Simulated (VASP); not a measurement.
Write the native input for VASP 6.6.1 that does the following.

* Task: single point
* Functional: LDA
* Potentials or basis: VASP PAW LDA potentials, release 64 (Al)
* Cutoff: 520 eV
* k mesh: 18 × 18 × 10
* Occupations: gaussian, width 0.15 eV
* Spin: no spin polarisation
* Dipole correction: no
* Further INCAR settings: ALGO = Normal; EDIFF = 1e-06; NBANDS = 10

The structure of Al lies in POSCAR:

```
Al
1.0
    2.9986000000      0.0000000000      0.0000000000
   -1.4993000000      2.5968637758      0.0000000000
    0.0000000000      0.0000000000      4.8737000000
Al
2
Direct
    0.6666666667      0.3333333333      0.7500000000
    0.3333333333      0.6666666667      0.2500000000
```

These files were run (other wordings do the same):

INCAR

```
PREC     = Accurate       # precision mode
ENCUT    = 520            # plane-wave cutoff, eV
EDIFF    = 1E-6           # SCF threshold, eV
ISMEAR   = 0              # smearing method
SIGMA    = 0.15           # smearing width, eV
LREAL    = False          # projectors in reciprocal space
LASPH    = True           # aspherical terms in the spheres
NELM     = 80             # most SCF steps
ALGO     = Normal         # electronic algorithm
ISIF     = 2              # what is computed and relaxed
LWAVE    = False          # write WAVECAR
LCHARG   = False          # write CHGCAR
NBANDS   = 10             # bands
```

KPOINTS

```
Automatic mesh
0
Gamma
  18 18 10
```

Potentials or basis: VASP PAW LDA potentials, release 64 (Al).

The run is started by

```console
$ cat potpaw_LDA.64/Al/POTCAR > POTCAR
$ mpirun -np 1 vasp_std > vasp.out
```

Results of the run:

```json
{
 "Pressure": "-9.3 GPa",
 "Band gap on the k mesh": "zero (band 3 reaches 10.29 eV, above the bottom of band 4 at 3.37 eV)"
}
```

It took 22 s on 1 thread of Intel Xeon 6975P-C, on a shared host, peak memory 0.18 GiB.
